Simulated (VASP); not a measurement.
# TiO2 in VASP: further runs

TiO2 is run at these levels: PBE+U; tasks: single point.

Everything below comes from runs of VASP 6.6.1. Logs are shortened: lines on timing, memory, paths and dates and some standing lists are left out, and cuts for length are marked.

**1. The cell of the first run**

The typed cell holds 6 atoms: a = 3.897 Å, b = 3.897 Å, c = 5.702 Å, α = 109.98°, β = 109.98°, γ = 90.00°.

**2. Single point, PBE+U (atoms shifted along a free coordinate)**

INCAR

```
PREC     = Accurate       # precision mode
ENCUT    = 520            # plane-wave cutoff, eV
EDIFF    = 1E-7           # SCF threshold, eV
ISMEAR   = 0              # smearing method
SIGMA    = 0.05           # smearing width, eV
LREAL    = F              # projectors in reciprocal space
LASPH    = T              # aspherical terms in the spheres
NELM     = 150            # most SCF steps
ALGO     = Normal         # electronic algorithm
ISIF     = 2              # what is computed and relaxed
LWAVE    = F              # write WAVECAR
LCHARG   = F              # write CHGCAR
LMAXMIX  = 4              # l up to which the mixer works
LDAU     = T              # DFT+U
LDAUTYPE = 2            
LDAUL    = 2 -1           # shell
LDAUU    = 4 0            # U, eV
LDAUJ    = 0 0          
LDAUPRINT= 1            
GGA      = PE             # functional
NBANDS   = 33             # bands
```

KPOINTS

```
regular mesh
0
Gamma
  6 6 6
```

POSCAR

```
TiO2
1.0
    2.7556872760     -2.7557638530     -0.0205630457
    2.7556872760      2.7557638530     -0.0205630457
   -2.7183033669      0.0000000000      5.0124994207
Ti O
2 4
Direct
    0.1250069486      0.8749930514      0.2500000000
    0.8749930514      0.1250069486      0.7500000000
    0.3332902468      0.0833135221      0.6665902155
    0.6667097532      0.9166864779      0.3334097845
    0.9166864779      0.6667097532      0.8334097845
    0.0833135221      0.3332902468      0.1665902155
```

Potentials or basis: VASP PAW PBE potentials, release 64 (Ti_sv, O).

Run with:

```console
$ cat potpaw_PBE.64/Ti_sv/POTCAR potpaw_PBE.64/O/POTCAR > POTCAR
$ mpirun -np 1 vasp_std > vasp.out
```

OUTCAR:

```text
PREC = Accurate
   ENCUT = 520
   EDIFF = 1E-7
   ISMEAR = 0
   LREAL = F
   LASPH = T
   NELM = 150
   ISIF = 2
   GGA = PE

 ion  position               nearest neighbor table
   1  0.125  0.875  0.250-   4 1.99   6 1.99   6 1.99   4 1.99   3 2.08   5 2.08
   2  0.875  0.125  0.750-   5 1.99   3 1.99   5 1.99   3 1.99   6 2.08   4 2.08
   3  0.333  0.083  0.667-   2 1.99   2 1.99   1 2.08
   4  0.667  0.917  0.333-   1 1.99   1 1.99   2 2.08
   5  0.917  0.667  0.833-   2 1.99   2 1.99   1 2.08
   6  0.083  0.333  0.167-   1 1.99   1 1.99   2 2.08

  LATTYP: Found a base centered monoclinic cell.
 ALAT       =     5.5115279921
 B/A-ratio  =     0.9999999481
 C/A-ratio  =     1.0345830161
 COS(beta)  =    -0.4832630161

  Lattice vectors:

 A1 = (   2.7556872760,  -2.7557638530,  -0.0205630457)
 A2 = (   2.7556872760,   2.7557638530,  -0.0205630457)
 A3 = (  -2.7183033669,   0.0000000000,   5.0124994207)

Analysis of symmetry for initial positions (statically):
=====================================================================
 Subroutine PRICEL returns:
 Original cell was already a primitive cell.

 Routine SETGRP: Setting up the symmetry group for a
 base centered monoclinic supercell.

 Subroutine GETGRP returns: Found  4 space group operations
 (whereof  2 operations were pure point group operations)
 out of a pool of  4 trial point group operations.

The static configuration has the point symmetry S_2 .
 The point group associated with its full space group is C_2h.

Analysis of symmetry for dynamics (positions and initial velocities):
=====================================================================
 Subroutine PRICEL returns:
 Original cell was already a primitive cell.

 Routine SETGRP: Setting up the symmetry group for a
 base centered monoclinic supercell.

 Subroutine GETGRP returns: Found  4 space group operations
 (whereof  2 operations were pure point group operations)
 out of a pool of  4 trial point group operations.

The dynamic configuration has the point symmetry S_2 .
 The point group associated with its full space group is C_2h.

 Subroutine INISYM returns: Found  4 space group operations
 (whereof  2 operations are pure point group operations),
 and found     1 'primitive' translations

----------------------------------------------------------------------------------------

                                     Primitive cell

  volume of cell :      75.8220

  direct lattice vectors                    reciprocal lattice vectors
     2.755687276 -2.755763853 -0.020563046     0.182180168 -0.181437898  0.098797211
     2.755687276  2.755763853 -0.020563046     0.182180168  0.181437898  0.098797211
    -2.718303367  0.000000000  5.012499421     0.001494735  0.000000000  0.200311872

  length of vectors
     3.897238717  3.897238717  5.702133253     0.275445482  0.275445482  0.200317449

  position of ions in fractional coordinates (direct lattice)
     0.125006949  0.874993051  0.250000000
     0.874993051  0.125006949  0.750000000
     0.333290247  0.083313522  0.666590216
     0.666709753  0.916686478  0.333409784
     0.916686478  0.666709753  0.833409784
     0.083313522  0.333290247  0.166590216

  ion indices of the primitive-cell ions
   primitive index   ion index
                 1           1
[... 112 lines left out ...]
 non-spin polarized calculation
 Gauss-broadening in eV      SIGMA  =   0.05
  energy-cutoff  :      520.00
  volume of cell :       75.82
 maximum number of plane-waves:      2074
 NGX is ok and might be reduce to    30
   NGX = 15   NGY = 15   NGZ = 21

atom =   1  type =  1  l = 2

 onsite density matrix

spin component  1

  0.2373 -0.0011  0.0000 -0.0000  0.0000
 -0.0011  0.0931 -0.0000 -0.0000 -0.0000
  0.0000 -0.0000  0.2276  0.0017  0.0000
 -0.0000 -0.0000  0.0017  0.0932 -0.0001
  0.0000 -0.0000  0.0000 -0.0001  0.1059

spin component  2

  0.2373 -0.0011  0.0000 -0.0000  0.0000
 -0.0011  0.0931 -0.0000 -0.0000 -0.0000
  0.0000 -0.0000  0.2276  0.0017  0.0000
 -0.0000 -0.0000  0.0017  0.0932 -0.0001
  0.0000 -0.0000  0.0000 -0.0001  0.1059

 occupancies and eigenvectors

  o =  0.0931  v = -0.0000 -0.0000  0.0130 -0.9999 -0.0076  0.0000  0.0000  0.0000  0.0000  0.0000      0.0000  0.0000  0.0000  0.0000  0.0000  0.0000  0.0000  0.0000  0.0000  0.0000
  o =  0.0931  v =  0.0000  0.0000  0.0000  0.0000  0.0000 -0.0000 -0.0000  0.0130 -0.9999 -0.0076      0.0000  0.0000  0.0000  0.0000  0.0000  0.0000  0.0000  0.0000  0.0000  0.0000
  o =  0.0931  v =  0.0000  0.0000  0.0000  0.0000  0.0000  0.0075  1.0000  0.0000 -0.0000 -0.0000      0.0000  0.0000  0.0000  0.0000  0.0000  0.0000  0.0000  0.0000  0.0000  0.0000
  o =  0.0931  v =  0.0075  1.0000  0.0000 -0.0000 -0.0000  0.0000  0.0000  0.0000  0.0000  0.0000      0.0000  0.0000  0.0000  0.0000  0.0000  0.0000  0.0000  0.0000  0.0000  0.0000
[... 5 lines left out ...]
  o =  0.2373  v =  0.0000  0.0000  0.0000  0.0000  0.0000 -1.0000  0.0075 -0.0000 -0.0000 -0.0000      0.0000  0.0000  0.0000  0.0000  0.0000  0.0000  0.0000  0.0000  0.0000  0.0000

atom =   2  type =  1  l = 2

 onsite density matrix

spin component  1

  0.2373 -0.0011  0.0000 -0.0000  0.0000
 -0.0011  0.0931 -0.0000 -0.0000 -0.0000
  0.0000 -0.0000  0.2276  0.0017  0.0000
 -0.0000 -0.0000  0.0017  0.0932 -0.0001
  0.0000 -0.0000  0.0000 -0.0001  0.1059

spin component  2

  0.2373 -0.0011  0.0000 -0.0000  0.0000
 -0.0011  0.0931 -0.0000 -0.0000 -0.0000
  0.0000 -0.0000  0.2276  0.0017  0.0000
 -0.0000 -0.0000  0.0017  0.0932 -0.0001
  0.0000 -0.0000  0.0000 -0.0001  0.1059

 occupancies and eigenvectors

  o =  0.0931  v = -0.0000 -0.0000  0.0130 -0.9999 -0.0076  0.0000  0.0000  0.0000  0.0000  0.0000      0.0000  0.0000  0.0000  0.0000  0.0000  0.0000  0.0000  0.0000  0.0000  0.0000
  o =  0.0931  v =  0.0000  0.0000  0.0000  0.0000  0.0000 -0.0000 -0.0000  0.0130 -0.9999 -0.0076      0.0000  0.0000  0.0000  0.0000  0.0000  0.0000  0.0000  0.0000  0.0000  0.0000
  o =  0.0931  v =  0.0000  0.0000  0.0000  0.0000  0.0000  0.0075  1.0000  0.0000 -0.0000 -0.0000      0.0000  0.0000  0.0000  0.0000  0.0000  0.0000  0.0000  0.0000  0.0000  0.0000
  o =  0.0931  v =  0.0075  1.0000  0.0000 -0.0000 -0.0000  0.0000  0.0000  0.0000  0.0000  0.0000      0.0000  0.0000  0.0000  0.0000  0.0000  0.0000  0.0000  0.0000  0.0000  0.0000
  o =  0.1059  v = -0.0000 -0.0000  0.0001 -0.0076  1.0000  0.0000  0.0000  0.0000  0.0000  0.0000      0.0000  0.0000  0.0000  0.0000  0.0000  0.0000  0.0000  0.0000  0.0000  0.0000
  o =  0.1059  v =  0.0000  0.0000  0.0000  0.0000  0.0000 -0.0000 -0.0000  0.0001 -0.0076  1.0000      0.0000  0.0000  0.0000  0.0000  0.0000  0.0000  0.0000  0.0000  0.0000  0.0000
  o =  0.2277  v =  0.0000 -0.0000 -0.9999 -0.0130 -0.0000  0.0000  0.0000  0.0000  0.0000  0.0000      0.0000  0.0000  0.0000  0.0000  0.0000  0.0000  0.0000  0.0000  0.0000  0.0000
  o =  0.2277  v =  0.0000  0.0000  0.0000  0.0000  0.0000  0.0000 -0.0000 -0.9999 -0.0130 -0.0000      0.0000  0.0000  0.0000  0.0000  0.0000  0.0000  0.0000  0.0000  0.0000  0.0000
  o =  0.2373  v = -1.0000  0.0075 -0.0000 -0.0000 -0.0000  0.0000  0.0000  0.0000  0.0000  0.0000      0.0000  0.0000  0.0000  0.0000  0.0000  0.0000  0.0000  0.0000  0.0000  0.0000
  o =  0.2373  v =  0.0000  0.0000  0.0000  0.0000  0.0000 -1.0000  0.0075 -0.0000 -0.0000 -0.0000      0.0000  0.0000  0.0000  0.0000  0.0000  0.0000  0.0000  0.0000  0.0000  0.0000

 number of electron      47.9999985 magnetization

 Free energy of the ion-electron system (eV)
  ---------------------------------------------------
  ext. energy  EPLUGINS =         0.00000000
  ---------------------------------------------------
  free energy    TOTEN  =       -48.40552302 eV

  energy without entropy =      -48.40552302  energy(sigma->0) =      -48.40552302

 E-fermi :   3.0749     XC(G=0): -10.2224

 val. band max:        2.7307698415   @ k =   0.5000   0.5000  -0.0000
 cond. band min:       5.1415457280   @ k =   0.0000   0.0000   0.0000
 fundamental gap:      2.4107758865
 Fermi energy:         3.0748506564

 k-point     1 :       0.0000    0.0000    0.0000
  band No.  band energies     occupation
      1     -55.1539      2.00000
      2     -55.1219      2.00000
      3     -31.4301      2.00000
      4     -31.2696      2.00000
      5     -31.2696      2.00000
      6     -31.2287      2.00000
[... 853 lines left out ...]
     32       8.1045      0.00000
     33       8.2209      0.00000

 [... further k-points ...]

------------------------ aborting loop because EDIFF is reached ----------------------------------------

  FORCE on cell =-STRESS in cart. coord.  units (eV):
  Direction    XX          YY          ZZ          XY          YZ          ZX
  --------------------------------------------------------------------------------------
  -------------------------------------------------------------------------------------
  Total       -3.3909819     -3.3901463     -5.5904030      0.0000000      0.0000000     -0.0171864
  in kB      -71.6540616    -71.6364052   -118.1295256      0.0000000      0.0000000     -0.3631621
  external PRESSURE =     -87.1399975 kB  Pullay stress =       0.0000000 kB

 VOLUME and BASIS-vectors are now :
 -----------------------------------------------------------------------------
  energy-cutoff  :      520.00
  volume of cell :       75.82
      direct lattice vectors                 reciprocal lattice vectors
     2.755687276 -2.755763853 -0.020563046     0.182180168 -0.181437898  0.098797211
     2.755687276  2.755763853 -0.020563046     0.182180168  0.181437898  0.098797211
    -2.718303367  0.000000000  5.012499421     0.001494735  0.000000000  0.200311872

 POSITION                                       TOTAL-FORCE (eV/Angst)
 -----------------------------------------------------------------------------------
      2.07611      2.06678      1.23256        -0.000000      0.000117      0.000000
      0.71696     -2.06678      3.73881        -0.000000     -0.000117     -0.000000
     -0.66396     -0.68888      3.33272        -0.004059     -0.000137     -0.528693
      3.45704      0.68888      1.63866         0.004059      0.000137      0.528693
      2.09788     -0.68888      4.14491         0.004059     -0.000137      0.528693
      0.69519      0.68888      0.82647        -0.004059      0.000137     -0.528693
 -----------------------------------------------------------------------------------
    total drift:                               -0.000000     -0.000000      0.000000

  FREE ENERGIE OF THE ION-ELECTRON SYSTEM (eV)
  ---------------------------------------------------
  free  energy   TOTEN  =       -48.4055230231 eV

  energy  without entropy=      -48.4055230231  energy(sigma->0) =      -48.40552302
```

Wall time 93 s (1 thread of AMD EPYC 9R45 (Zen 5), shared host); peak memory 0.24 GiB.

Results:

```
Free energy            : -48.4055 eV
Pressure               : -8.7 GPa
Largest force          : 0.529 eV/Å
Band gap on the k mesh : 2.41 eV (least direct gap 2.74 eV)
```

Forces in eV/Å, atoms in the order of the input:
```
Ti   0.000  0.000  0.000
Ti   0.000  0.000  0.000
O   -0.004  0.000 -0.529
O    0.004  0.000  0.529
O    0.004  0.000  0.529
O   -0.004  0.000 -0.529
```

Levels at points of the mesh, in eV from the valence-band top:
| k point | band 21 | band 22 | band 23 | band 24 | band 25 | band 26 | band 27 | band 28 |
| --- | --- | --- | --- | --- | --- | --- | --- | --- |
| (0.00, 0.00, 0.00) | -0.84 | -0.82 | -0.37 | -0.37 | 2.41 | 3.00 | 3.86 | 3.86 |
| (0.50, 0.00, 0.00) | -1.63 | -1.06 | -0.79 | -0.69 | 3.35 | 3.48 | 3.53 | 3.64 |
| (0.50, 0.50, 0.00) | -1.91 | -1.91 | 0.00 | 0.00 | 3.37 | 3.37 | 3.74 | 3.74 |
| (0.00, 0.00, 0.50) | -1.34 | -1.34 | -0.15 | -0.15 | 2.70 | 2.70 | 3.78 | 3.78 |
| (0.50, 0.00, 0.50) | -1.63 | -1.06 | -0.79 | -0.69 | 3.35 | 3.48 | 3.53 | 3.64 |
| (0.50, 0.50, 0.50) | -1.91 | -1.91 | 0.00 | 0.00 | 3.37 | 3.37 | 3.74 | 3.74 |

Eigenvalues of the final occupation matrices:
```csv
site,spin,trace,eigenvalues
site 1 d,1,0.76,0.09 0.09 0.11 0.23 0.24
site 1 d,2,0.76,0.09 0.09 0.11 0.23 0.24
site 2 d,1,0.76,0.09 0.09 0.11 0.23 0.24
site 2 d,2,0.76,0.09 0.09 0.11 0.23 0.24
```

Caveat: the cell differs from its parent crystal (atoms shifted along a free coordinate); the cell stands under tension. A k mesh can miss the band edges.

**3. Single point, PBE+U (atoms shifted along a free coordinate)**

INCAR

```
PREC = Accurate
ENCUT = 520
EDIFF = 1E-7
ISMEAR = 0
SIGMA = 0.05
LREAL = F
LASPH = T
NELM = 150
ALGO = Normal
ISIF = 2
LWAVE = F
LCHARG = F
LMAXMIX = 4
LDAU = T
LDAUTYPE = 2
LDAUL = 2 -1
LDAUU = 4 0
LDAUJ = 0 0
LDAUPRINT = 1
GGA = PE
NBANDS = 33
```

KPOINTS

```
Automatic mesh
0
Gamma
  6 6 6
```

POSCAR

```
TiO2
1.0
    2.7556872760     -2.7557638530     -0.0205630457
    2.7556872760      2.7557638530     -0.0205630457
   -2.7183033669      0.0000000000      5.0124994207
Ti O
2 4
Direct
    0.1250069486      0.8749930514      0.2500000000
    0.8749930514      0.1250069486      0.7500000000
    0.3148847788      0.0649080541      0.6297792795
    0.6851152212      0.9350919459      0.3702207205
    0.9350919459      0.6851152212      0.8702207205
    0.0649080541      0.3148847788      0.1297792795
```

Potentials or basis: VASP PAW PBE potentials, release 64 (Ti_sv, O).

Run with:

```console
$ cat potpaw_PBE.64/Ti_sv/POTCAR potpaw_PBE.64/O/POTCAR > POTCAR
$ mpirun -np 1 vasp_std > vasp.out
```

It took 96 s on 1 thread of AMD EPYC 9R45 (Zen 5), shared host; peak memory 0.24 GiB.

It converged, with:

```yaml
Free_energy: -47.7910 eV
Pressure: 3.0 GPa
Largest_force: 2.654 eV/Å
Band_gap_on_the_k_mesh: 2.64 eV (least direct gap 2.84 eV)
```

Forces on the atoms (eV/Å):
```
Ti   0.000  0.000  0.000
Ti   0.000  0.000  0.000
O    0.020  0.000  2.654
O   -0.020  0.000 -2.654
O   -0.020  0.000 -2.654
O    0.020  0.000  2.654
```

Stress tensor (GPa, compression positive):
```
-4.58  0.00  0.17
 0.00 -4.58  0.00
 0.17  0.00 18.03
```

Levels at points of the mesh, in eV from the valence-band top:
```tsv
k point	band 20	band 21	band 22	band 23	band 24	band 25	band 26	band 27	band 28	band 29
(0.00, 0.00, 0.00)	-0.95	-0.44	-0.44	-0.40	-0.40	2.64	3.28	4.50	4.50	4.58
(0.50, 0.00, 0.00)	-1.74	-1.67	-0.85	-0.79	-0.43	3.33	3.64	3.74	3.78	4.49
(0.50, 0.50, 0.00)	-2.52	-1.58	-1.58	-0.57	-0.57	3.39	3.39	3.80	3.80	4.78
(0.00, 0.00, 0.50)	-1.60	-0.91	-0.91	0.00	0.00	2.95	2.95	4.05	4.05	4.21
(0.50, 0.00, 0.50)	-1.74	-1.67	-0.85	-0.79	-0.43	3.33	3.64	3.74	3.78	4.49
(0.50, 0.50, 0.50)	-2.52	-1.58	-1.58	-0.57	-0.57	3.39	3.39	3.80	3.80	4.78
```

Eigenvalues of the final occupation matrices:
```
    site  spin  trace               eigenvalues
site 1 d     1   0.79  0.08 0.11 0.11 0.21 0.28
site 1 d     2   0.79  0.08 0.11 0.11 0.21 0.28
site 2 d     1   0.79  0.08 0.11 0.11 0.21 0.28
site 2 d     2   0.79  0.08 0.11 0.11 0.21 0.28
```

Caveat: the cell differs from its parent crystal (atoms shifted along a free coordinate); the stress differs along the axes, from -5 to 18 GPa; forces of over 1 eV/Å act on the atoms, so gaps and moduli don't describe the material at rest.

**4. Single point, PBE+U (atoms shifted along a free coordinate)**

INCAR

```
SYSTEM = TiO2
PREC = Accurate ; ENCUT = 520
EDIFF = 1E-7 ; ISMEAR = 0
SIGMA = 0.05 ; LREAL = .False.
LASPH = .True. ; NELM = 150
ALGO = Normal ; ISIF = 2
LWAVE = .False. ; LCHARG = .False.
LMAXMIX = 4 ; LDAU = .True.
LDAUTYPE = 2 ; LDAUL = 2 -1
LDAUU = 4 0 ; LDAUJ = 0 0
LDAUPRINT = 1 ; GGA = PE
NBANDS = 33
```

KPOINTS

```
Automatic mesh
0
Gamma
  6 6 6
  0 0 0
```

POSCAR

```
TiO2
1.0
    2.6252399294     -2.6253128814     -0.0195896425
    2.6252399294      2.6253128814     -0.0195896425
   -2.5896256811      0.0000000000      4.7752202290
Ti O
2 4
Direct
    0.1250069486      0.8749930514      0.2500000000
    0.8749930514      0.1250069486      0.7500000000
    0.3240875128      0.0741107881      0.6481847475
    0.6759124872      0.9258892119      0.3518152525
    0.9258892119      0.6759124872      0.8518152525
    0.0741107881      0.3240875128      0.1481847475
```

Run with:

```console
$ cat potpaw_PBE.64/Ti_sv/POTCAR potpaw_PBE.64/O/POTCAR > POTCAR
$ mpirun -np 1 vasp_std > vasp.out
```

Run time: 6.5 min. Hardware: 1 thread of Intel Xeon 8259CL, shared host; peak memory 0.25 GiB.

It converged, with:

| Property | Result |
| --- | --- |
| Free energy | -47.6804 eV |
| Pressure | 30.2 GPa |
| Largest force | 2.035 eV/Å |
| Band gap on the k mesh | 2.98 eV (least direct gap 3.24 eV) |

Forces in eV/Å, atoms in the order of the input:
```
Ti   0.000  0.000  0.000
Ti   0.000  0.000  0.000
O    0.016  0.000  2.035
O   -0.016  0.000 -2.035
O   -0.016  0.000 -2.035
O    0.016  0.000  2.035
```

Stress tensor (GPa, compression positive):
```
24.41  0.00  0.13
 0.00 24.41  0.00
 0.13  0.00 41.86
```

Levels at points of the mesh, in eV from the valence-band top:
| k point | band 21 | band 22 | band 23 | band 24 | band 25 | band 26 | band 27 | band 28 |
| --- | --- | --- | --- | --- | --- | --- | --- | --- |
| (0.00, 0.00, 0.00) | -0.57 | -0.57 | -0.46 | -0.46 | 2.98 | 3.80 | 5.14 | 5.14 |
| (0.50, 0.00, 0.00) | -1.91 | -0.95 | -0.70 | -0.57 | 4.05 | 4.35 | 4.41 | 4.53 |
| (0.50, 0.50, 0.00) | -1.89 | -1.89 | -0.27 | -0.27 | 4.06 | 4.06 | 4.56 | 4.56 |
| (0.00, 0.00, 0.50) | -1.11 | -1.11 | 0.00 | 0.00 | 3.38 | 3.38 | 4.79 | 4.79 |
| (0.50, 0.00, 0.50) | -1.91 | -0.95 | -0.70 | -0.57 | 4.05 | 4.35 | 4.41 | 4.53 |
| (0.50, 0.50, 0.50) | -1.89 | -1.89 | -0.27 | -0.27 | 4.06 | 4.06 | 4.56 | 4.56 |

Eigenvalues of the final occupation matrices:
```
    site  spin  trace               eigenvalues
site 1 d     1   0.86  0.10 0.11 0.11 0.25 0.28
site 1 d     2   0.86  0.10 0.11 0.11 0.25 0.28
site 2 d     1   0.86  0.10 0.11 0.11 0.25 0.28
site 2 d     2   0.86  0.10 0.11 0.11 0.25 0.28
```

Caveat: the cell differs from its parent crystal (atoms shifted along a free coordinate); the stress differs along the axes, from 24 to 42 GPa; forces of over 1 eV/Å act on the atoms, so gaps and moduli don't describe the material at rest. A k mesh can miss the band edges.

**5. Overview**

```tsv
cell	gap on the mesh (eV)	pressure (GPa)	largest force (eV/Å)
a = 3.897, b = 3.897, c = 5.702 Å, angles 110.0, 110.0, 90.0°, 6 atoms, atomic positions A	2.41	-8.7	0.53
a = 3.897, b = 3.897, c = 5.702 Å, angles 110.0, 110.0, 90.0°, 6 atoms, atomic positions B	2.64	3.0	2.65
a = 3.713, b = 3.713, c = 5.432 Å, angles 110.0, 110.0, 90.0°, 6 atoms, atomic positions C	2.98	30.2	2.04
```

Alike in all rows: task single point; level PBE+U; potentials or basis VASP PAW PBE potentials, release 64 (Ti_sv, O); no spin polarisation; Ti d U = 4.0 eV; k mesh 6 × 6 × 6; cutoff (eV) 520; smearing gaussian 0.05 eV.

Caveats: forces of over 1 eV/Å act on the atoms, so gaps and moduli don't describe the material at rest (at least some runs); the cell stands under tension (at least some runs); the stress differs along the axes, from -5 to 18 GPa (at least some runs); the stress differs along the axes, from 24 to 42 GPa (at least some runs).

Absolute energies hang on the potentials; compare differences alone.
